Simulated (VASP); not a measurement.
Wanted: the native input for a VASP 6.6.1 run.

| Property | Result |
| --- | --- |
| Task | single point |
| Functional | PBEsol |
| Potentials or basis | VASP PAW PBE potentials, release 64 (Cu) |
| Cutoff | 520 eV |
| k mesh | 17 × 17 × 17 |
| Occupations | fermi-dirac, width 0.1 eV |
| Spin | no spin polarisation |
| Dipole correction | no |
| Further INCAR settings | ALGO = Normal; EDIFF = 1e-07; NBANDS = 12 |

The structure of Cu lies in POSCAR:

```
Cu
1.0
   -1.4344693440      1.4344693440      1.4344693440
    1.4344693440     -1.4344693440      1.4344693440
    1.4344693440      1.4344693440     -1.4344693440
Cu
1
Direct
    0.0000000000      0.0000000000      0.0000000000
```

This cell differs from its parent crystal: volume scaled by 1.04.

These files were run (other wordings do the same):

INCAR

```
ALGO = Normal ; EDIFF = 1E-7
ENCUT = 520 ; GGA = PS
ISIF = 2 ; ISMEAR = -1
LASPH = T ; LCHARG = T
LELF = T ; LREAL = F
LVHAR = T ; LWAVE = F
NBANDS = 12 ; NELM = 60
PREC = Accurate ; SIGMA = 0.1
```

KPOINTS

```
k-points
0
Gamma
  17 17 17
```

Potentials or basis: VASP PAW PBE potentials, release 64 (Cu).

Run with:

```bash
$ cat potpaw_PBE.64/Cu/POTCAR > POTCAR
$ mpirun -np 1 vasp_std > vasp.out
```

Results of the run:

```json
{
  "Pressure": "-5.1 GPa"
}
```

Caveat: the PAW data sets were made with another functional, which shifts forces and pressure a little.

Run time: 7.5 s on 1 thread of Intel(R) Xeon(R) 6975P-C (Granite Rapids), on a shared host, peak memory 0.13 GiB.
